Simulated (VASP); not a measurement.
A run of VASP 6.6.1:

INCAR

```
ALGO = Fast
EDIFF = 1E-6
ENCUT = 520
GGA = CA
ISIF = 2
ISMEAR = 0
LASPH = T
LCHARG = F
LREAL = F
LWAVE = F
NBANDS = 10
NELM = 60
PREC = Accurate
SIGMA = 0.15
```

The input KPOINTS:

```
k-points
0
Gamma
  18 18 10
```

Contents of POSCAR:

```
Al
1.0
    2.7814000000      0.0000000000      0.0000000000
   -1.3907000000      2.4087630581      0.0000000000
    0.0000000000      0.0000000000      4.6277000000
Al
2
Direct
    0.6666666667      0.3333333333      0.7500000000
    0.3333333333      0.6666666667      0.2500000000
```

Potentials or basis: VASP PAW LDA potentials, release 64 (Al).

Command:

```console
$ cat potpaw_LDA.64/Al/POTCAR > POTCAR
$ mpirun -np 1 vasp_std > vasp.out
```

Hardware: 1 thread of Intel Xeon 8259CL, with other jobs on the host.

Q: Estimate the wall time of this run.

A: Wall time 48 s on 1 thread of Intel Xeon 8259CL, with other jobs on the host, peak memory 0.17 GiB. Counts: scf iterations 10, k points 222.
